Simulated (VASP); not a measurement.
# Tl3Mo (Pm-3m) in VASP: relaxation of cell and atoms with PBE

Aim: the relaxation of cell and atoms of Tl3Mo with PBE.

All numbers are computed with VASP 6.6.1; they aren't measurements. Logs are shortened: lines on timing, memory, paths and dates and some standing lists are left out, and cuts for length are marked.

## (1) The cell of the first run

Symmetry: Pm-3m, No. 221, cubic system. Conventional cell: a = 4.180 Å, b = 4.180 Å, c = 4.180 Å, α = 90.00°, β = 90.00°, γ = 90.00°. Within 3.9 Å of Mo (site symmetry m-3m) lie 12 Tl at 2.96 Å. Within 3.9 Å of Tl (site symmetry 4/mmm) lie 4 Mo at 2.96 Å and 8 Tl at 2.96 Å.

## (2) Relaxation of cell and atoms, PBE

INCAR reads:

```
PREC = Accurate
ENCUT = 600
EDIFF = 1E-6
ISMEAR = 1
SIGMA = 0.1
LREAL = F
LASPH = T
NELM = 80
ALGO = Normal
ISIF = 3
LWAVE = F
LCHARG = F
GGA = PE
IBRION = 2
NSW = 80
EDIFFG = -0.02
```

KPOINTS reads:

```
regular mesh
0
Gamma
  5 5 5
```

POSCAR reads:

```
Tl3Mo
1.0
    4.1800000000      0.0000000000      0.0000000000
    0.0000000000      4.1800000000      0.0000000000
    0.0000000000      0.0000000000      4.1800000000
Mo Tl
1 3
Direct
    0.0000000000      0.0000000000      0.0000000000
    0.0000000000      0.5000000000      0.5000000000
    0.5000000000      0.0000000000      0.5000000000
    0.5000000000      0.5000000000      0.0000000000
```

Potentials or basis: VASP PAW PBE potentials, release 64 (Mo_sv, Tl_d).

Run with:

```
> cat potpaw_PBE.64/Mo_sv/POTCAR potpaw_PBE.64/Tl_d/POTCAR > POTCAR
> mpirun -np 1 vasp_std > vasp.out
```

OUTCAR:

```text
PREC = Accurate
   ENCUT = 600
   EDIFF = 1E-6
   ISMEAR = 1
   LREAL = F
   LASPH = T
   NELM = 80
   ISIF = 3
   GGA = PE
   IBRION = 2
   NSW = 80
   EDIFFG = -0.02

 ion  position               nearest neighbor table
   1  0.000  0.000  0.000-   2 2.96   3 2.96   4 2.96   2 2.96   3 2.96   2 2.96   4 2.96   2 2.96
                             3 2.96   4 2.96   3 2.96   4 2.96
   2  0.000  0.500  0.500-   1 2.96   3 2.96   4 2.96   1 2.96   4 2.96   1 2.96   3 2.96   1 2.96
                             3 2.96   4 2.96   4 2.96   3 2.96
   3  0.500  0.000  0.500-   1 2.96   2 2.96   4 2.96   1 2.96   4 2.96   2 2.96   4 2.96   4 2.96
                             1 2.96   2 2.96   1 2.96   2 2.96
   4  0.500  0.500  0.000-   1 2.96   2 2.96   3 2.96   2 2.96   3 2.96   1 2.96   3 2.96   3 2.96
                             1 2.96   2 2.96   2 2.96   1 2.96

  LATTYP: Found a simple cubic cell.
 ALAT       =     4.1800000000

  Lattice vectors:

 A1 = (   4.1800000000,   0.0000000000,   0.0000000000)
 A2 = (   0.0000000000,   4.1800000000,   0.0000000000)
 A3 = (   0.0000000000,   0.0000000000,   4.1800000000)

Analysis of symmetry for initial positions (statically):
=====================================================================
 Subroutine PRICEL returns:
 Original cell was already a primitive cell.

 Routine SETGRP: Setting up the symmetry group for a
 simple cubic supercell.

 Subroutine GETGRP returns: Found 48 space group operations
 (whereof 48 operations were pure point group operations)
 out of a pool of 48 trial point group operations.

The static configuration has the point symmetry O_h .

Analysis of symmetry for dynamics (positions and initial velocities):
=====================================================================
 Subroutine PRICEL returns:
 Original cell was already a primitive cell.

 Routine SETGRP: Setting up the symmetry group for a
 simple cubic supercell.

 Subroutine GETGRP returns: Found 48 space group operations
 (whereof 48 operations were pure point group operations)
 out of a pool of 48 trial point group operations.

The dynamic configuration has the point symmetry O_h .

 Subroutine INISYM returns: Found 48 space group operations
 (whereof 48 operations are pure point group operations),
 and found     1 'primitive' translations

----------------------------------------------------------------------------------------

                                     Primitive cell

  volume of cell :      73.0346

  direct lattice vectors                    reciprocal lattice vectors
     4.180000000  0.000000000  0.000000000     0.239234450  0.000000000  0.000000000
     0.000000000  4.180000000  0.000000000     0.000000000  0.239234450  0.000000000
     0.000000000  0.000000000  4.180000000     0.000000000  0.000000000  0.239234450

  length of vectors
     4.180000000  4.180000000  4.180000000     0.239234450  0.239234450  0.239234450

  position of ions in fractional coordinates (direct lattice)
     0.000000000  0.000000000  0.000000000
     0.000000000  0.500000000  0.500000000
     0.500000000  0.000000000  0.500000000
     0.500000000  0.500000000  0.000000000

  ion indices of the primitive-cell ions
   primitive index   ion index
                 1           1
                 2           2
                 3           3
                 4           4

----------------------------------------------------------------------------------------

 KPOINTS: regular mesh

Automatic generation of k-mesh.
 Grid dimensions read from file:
 generate k-points for:    5    5    5

 Generating k-lattice:

  Cartesian coordinates                     Fractional coordinates (reciprocal lattice)
     0.047846890  0.000000000  0.000000000     0.200000000  0.000000000  0.000000000
     0.000000000  0.047846890  0.000000000     0.000000000  0.200000000  0.000000000
     0.000000000  0.000000000  0.047846890     0.000000000  0.000000000  0.200000000

  Length of vectors
     0.047846890  0.047846890  0.047846890

  Shift w.r.t. Gamma in fractional coordinates (k-lattice)
     0.000000000  0.000000000  0.000000000

 Subroutine IBZKPT returns following result:
 ===========================================

 Found     10 irreducible k-points:

 Following reciprocal coordinates:
            Coordinates               Weight
  0.000000  0.000000  0.000000      1.000000
  0.200000  0.000000  0.000000      6.000000
  0.400000  0.000000  0.000000      6.000000
  0.200000  0.200000  0.000000     12.000000
  0.400000  0.200000  0.000000     24.000000
  0.400000  0.400000  0.000000     12.000000
  0.200000  0.200000  0.200000      8.000000
  0.400000  0.200000  0.200000     24.000000
  0.400000  0.400000  0.200000     24.000000
  0.400000  0.400000  0.400000      8.000000
   k-points           NKPTS =     10   k-points in BZ     NKDIM =     10   number of bands    NBANDS=     31
   number of dos      NEDOS =    301   number of ions     NIONS =      4
   total plane-waves  NPLWV =  46656
   dimension x,y,z NGX =    36 NGY =   36 NGZ =   36
   dimension x,y,z NGXF=    72 NGYF=   72 NGZF=   72
   ions per type =               1   3
   NGX,Y,Z   is equivalent  to a cutoff of  14.32, 14.32, 14.32 a.u.
   NGXF,Y,Z  is equivalent  to a cutoff of  28.64, 28.64, 28.64 a.u.
 SYSTEM =  unknown system
   PREC   = accura    normal or accurate (medium, high low for compatibility)
   ISTART =      0    job   : 0-new  1-cont  2-samecut
   ICHARG =      2    charge: 1-file 2-atom 10-const
   ISPIN  =      1    spin polarized calculation?
   LNONCOLLINEAR =      F non collinear calculations
   LSORBIT =      F    spin-orbit coupling
   LASPH  =      T    aspherical Exc in radial PAW
   ENCUT  =  600.0 eV  44.10 Ry    6.64 a.u.   8.35  8.35  8.35*2*pi/ulx,y,z
   NELM   =     80;   NELMIN=  2; NELMDL= -5     # of ELM steps
   EDIFF  = 0.1E-05   stopping-criterion for ELM
   LREAL  =      F    real-space projection
   EDIFFG = -.2E-01   stopping-criterion for IOM
   NSW    =     80    number of steps for IOM
   IBRION =      2    ionic relax: 0-MD 1-quasi-New 2-CG
   NFREE  =      1    steps in history (QN), initial steepest desc. (CG)
   ISIF   =      3    stress and relaxation
   ISYM   =      2    0-nonsym 1-usesym 2-fastsym
   POTIM  = 0.5000    time-step for ionic-motion
   TEBEG  =    0.0;   TEEND  =   0.0 temperature during run
   PSTRESS=    0.0 pullay stress
   NELECT =      53.0000    total number of electrons
   NUPDOWN=      -1.0000    fix difference up-down
   EMIN   =  10.00;   EMAX   =-10.00  energy-range for DOS
   EFERMI =   0.00;   METHOD = LEGACY
   ISMEAR =     1;   SIGMA  =   0.10  broadening in eV -4-tet -1-fermi 0-gaus
   EFERMI_NEDOS =   21; number of points for ismear=-14 and -15
   IALGO  =     38    algorithm
   IMIX   =      4    mixing-type and parameters
     AMIX     =   0.40;   BMIX     =  1.00
     AMIX_MAG =   1.60;   BMIX_MAG =  1.00
  volume/ion in A,a.u.               =      18.26       123.22
  Fermi-wavevector in a.u.,A,eV,Ry     =   1.471151  2.780072 29.446878  2.164284
  Thomas-Fermi vector in A             =   2.586321
   LORBIT       =      0    0 simple, 1 ext, 2 COOP (PROOUT), +10 PAW based schemes
   GGA     = PE    functional components
   LHFCALC =     F    Hartree Fock is set to
   AEXX    =    0.0000 exact exchange contribution
   IVDW    =     0    specifies the selected vdW correction
   LEPSILON=     F    determine dielectric tensor
   LRPA    =     F    only Hartree local field effects (RPA)
 conjugate gradient relaxation of ions
 non-spin polarized calculation
 Methfessel and Paxton  Order N= 1 SIGMA  =   0.10
  energy-cutoff  :      600.00
  volume of cell :       73.03
 maximum number of plane-waves:      2469
 NGX is ok and might be reduce to    36
   NGX = 17   NGY = 17   NGZ = 17

--------------------------------------- Ionic step        1  -------------------------------------------

 number of electron      52.9999989 magnetization

 Free energy of the ion-electron system (eV)
  ---------------------------------------------------
  ext. energy  EPLUGINS =         0.00000000
  ---------------------------------------------------
  free energy    TOTEN  =       -12.42346291 eV

  energy without entropy =      -12.42382945  energy(sigma->0) =      -12.42358509

 E-fermi :  12.2633     XC(G=0): -12.6008

 val. band max:       12.2240314017   @ k =   0.0000   0.0000   0.0000
 cond. band min:      12.2774555493   @ k =   0.4000   0.4000   0.0000
 fundamental gap:      0.0534241476
 Fermi energy:        12.2633213555

 k-point     1 :       0.0000    0.0000    0.0000
  band No.  band energies     occupation
      1     -48.5330      2.00000
      2     -22.7006      2.00000
      3     -22.7006      2.00000
      4     -22.7006      2.00000
      5      -1.8993      2.00000
      6      -1.4609      2.00000
[... 427 lines left out ...]
 POSITION                                       TOTAL-FORCE (eV/Angst)
 -----------------------------------------------------------------------------------
      0.00000      0.00000      0.00000        -0.000000     -0.000000      0.000000
      0.00000      2.27041      2.27041         0.000000      0.000000      0.000000
      2.27041      0.00000      2.27041         0.000000      0.000000      0.000000
      2.27041      2.27041     -0.00000        -0.000000     -0.000000      0.000000
 -----------------------------------------------------------------------------------
    total drift:                                0.000000      0.000000      0.000000

  FREE ENERGIE OF THE ION-ELECTRON SYSTEM (eV)
  ---------------------------------------------------
  free  energy   TOTEN  =       -13.9483136070 eV

  energy  without entropy=      -13.9496142846  energy(sigma->0) =      -13.94874717

--------------------------------------- Ionic step        4  -------------------------------------------

 number of electron      53.0000016 magnetization

 Free energy of the ion-electron system (eV)
  ---------------------------------------------------
  ext. energy  EPLUGINS =         0.00000000
  ---------------------------------------------------
  free energy    TOTEN  =       -13.94880254 eV

  energy without entropy =      -13.95027211  energy(sigma->0) =      -13.94929240

 E-fermi :   8.5758     XC(G=0): -11.2523

 val. band max:        8.4973433160   @ k =   0.4000   0.2000   0.2000
 cond. band min:       8.5784206253   @ k =   0.2000   0.0000   0.0000
 fundamental gap:      0.0810773092
 Fermi energy:         8.5757989768

 k-point     1 :       0.0000    0.0000    0.0000
  band No.  band energies     occupation
      1     -52.3681      2.00000
      2     -26.4563      2.00000
      3     -26.4563      2.00000
      4     -26.4563      2.00000
      5      -3.9100      2.00000
      6      -3.7710      2.00000
[... 351 lines left out ...]
 POSITION                                       TOTAL-FORCE (eV/Angst)
 -----------------------------------------------------------------------------------
      0.00000      0.00000      0.00000        -0.000000     -0.000000      0.000000
      0.00000      2.26680      2.26680         0.000000      0.000000      0.000000
      2.26680      0.00000      2.26680         0.000000      0.000000      0.000000
      2.26680      2.26680     -0.00000        -0.000000     -0.000000      0.000000
 -----------------------------------------------------------------------------------
    total drift:                                0.000000      0.000000      0.000000

  FREE ENERGIE OF THE ION-ELECTRON SYSTEM (eV)
  ---------------------------------------------------
  free  energy   TOTEN  =       -13.9488025410 eV

  energy  without entropy=      -13.9502721059  energy(sigma->0) =      -13.94929240

 reached required accuracy - stopping structural energy minimisation
```

Run time: 93 s. Hardware: 1 thread of Intel Xeon Platinum 8488C (Sapphire Rapids), shared host; peak memory 0.22 GiB.

Results:

```
Free energy                           : -13.9488 eV
Relaxed volume                        : 23.30 Å³/atom
Relaxed cell                          : a = 4.534 Å, b = 4.534 Å, c = 4.534 Å, α = 90.00°, β = 90.00°, γ = 90.00°
Space group after relaxing (to 0.1 Å) : Pm-3m (No. 221)
Energy gained by relaxing             : 381.3 meV/atom
Ionic steps                           : 4
Pressure after relaxing               : 0.0 GPa
Band gap on the k mesh                : zero (an odd number of electrons rules out a gap without spin polarisation)
```

The path:
```
step  energy change (eV)  largest force (eV/Å)  pressure (GPa)  volume (Å³)
   1              0.0000                0.0000           31.62        73.03
   2             -0.7317                0.0000           -7.76       118.12
   3             -1.5249                0.0000           -0.32        93.63
   4             -1.5253                0.0000           -0.02        93.18
```

Final structure:
```cif
data_structure
_symmetry_space_group_name_H-M 'P 1'
_symmetry_Int_Tables_number 1
_cell_length_a 4.5336
_cell_length_b 4.5336
_cell_length_c 4.5336
_cell_angle_alpha 90.000
_cell_angle_beta 90.000
_cell_angle_gamma 90.000
_cell_volume 93.18
loop_
_atom_site_label
_atom_site_type_symbol
_atom_site_fract_x
_atom_site_fract_y
_atom_site_fract_z
_atom_site_occupancy
Mo1 Mo 0.00000 0.00000 0.00000 1
Tl1 Tl 0.00000 0.50000 0.50000 1
Tl2 Tl 0.50000 0.00000 0.50000 1
Tl3 Tl 0.50000 0.50000 0.00000 1
```

Caveat: the volume moved by over 15 % at a fixed basis, so the end points are rough; spin-orbit coupling is left out, which moves the levels of the heavy elements.
